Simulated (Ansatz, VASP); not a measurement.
**Two plane-wave programs on BN**

```xyz
4
Lattice="2.5118 0.0000 0.0000 -1.2559 2.1753 0.0000 0.0000 0.0000 4.1606" Properties=species:S:1:pos:R:3 pbc="T T T"
B     0.0000    1.4502   -0.0004
B     1.2559    0.7251    2.0799
N     0.0000    1.4502    1.5565
N     1.2559    0.7251    3.6368
```

Change from the starting cell: strained cell.

Alike in both runs: functional PBEsol; k mesh 9 × 9 × 6; occupations gaussian, width 0.02 eV; no spin polarisation.

Ansatz relaxed the structure, and its values are those at the end. VASP's run is a single point on that final structure, the one shown.

|  | VASP | Ansatz |
| --- | --- | --- |
| version | VASP 6.6.1 | Ansatz 0.2.0 |
| potentials or method | VASP PAW PBE potentials, release 64 (B_h, N_h), cutoff 910 eV | scalar-relativistic, plane waves, PAW |
| valence electrons in the cell | 16 | 16 |

Ansatz gave:

```
gap on the k mesh at the Fermi level (eV) : 4.88
least direct gap on the mesh (eV)         : 8.37
```

Problem. Estimate VASP's values.

Solution. gap on the k mesh at the Fermi level (eV): 4.87; least direct gap on the mesh (eV): 8.38.

VASP's potentials were made for PBE, not for PBEsol, and Ansatz warns of the same on its side. Ansatz's warnings: stress scf threshold loose.

Noted on VASP's run: the cutoff is short for stress, so the pressure is rough.
